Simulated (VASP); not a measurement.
A run of VASP 6.6.1 is set up as follows.

The input INCAR:

```
PREC     = Accurate       # precision mode
ENCUT    = 520            # plane-wave cutoff, eV
EDIFF    = 1E-7           # SCF threshold, eV
ISMEAR   = 0              # smearing method
SIGMA    = 0.01           # smearing width, eV
LREAL    = Auto         
LASPH    = T              # aspherical terms in the spheres
NELM     = 80             # most SCF steps
ALGO     = Normal         # electronic algorithm
ISIF     = 2              # what is computed and relaxed
LWAVE    = F              # write WAVECAR
LCHARG   = T              # write CHGCAR
GGA      = PE             # functional
LELF     = T              # ELF
LVHAR    = T            
NBANDS   = 86             # bands
```

Contents of KPOINTS:

```
Automatic mesh
0
Gamma
  1 1 1
```

File POSCAR:

```
GaP
1.0
    0.0000000000      5.5051169764     -5.5051169764
    5.5051169764      5.5051169764      0.0000000000
    5.5051169764      0.0000000000     -5.5051169764
Ga P
8 8
Direct
    0.5000000000      0.5000000000      0.0000000000
    0.5000000000      0.0000000000      0.0000000000
    1.0000000000      0.5000000000      0.0000000000
    1.0000000000      0.0000000000      0.0000000000
    0.5000000000      0.5000000000      0.5000000000
    0.5000000000      0.0000000000      0.5000000000
    1.0000000000      0.5000000000      0.5000000000
    1.0000000000      0.0000000000      0.5000000000
    0.3750000000      0.3750000000      0.3750000000
    0.3750000000      0.8750000000      0.3750000000
    0.8750000000      0.3750000000      0.3750000000
    0.8750000000      0.8750000000      0.3750000000
    0.3750000000      0.3750000000      0.8750000000
    0.3750000000      0.8750000000      0.8750000000
    0.8750000000      0.3750000000      0.8750000000
    0.8750000000      0.8750000000      0.8750000000
```

Potentials or basis: VASP PAW PBE potentials, release 64 (Ga_d, P).

Run with:

```bash
$ cat potpaw_PBE.64/Ga_d/POTCAR potpaw_PBE.64/P/POTCAR > POTCAR
$ mpirun -np 1 vasp_gam > vasp.out
```

Question: Estimate the band gap on the k mesh.

Answer: 1.44 eV.

Question: Predict the pressure.

Answer: 6.4 GPa.

Caveat: the k points lie up to 0.99 Å⁻¹ apart. A k mesh can miss the band edges.
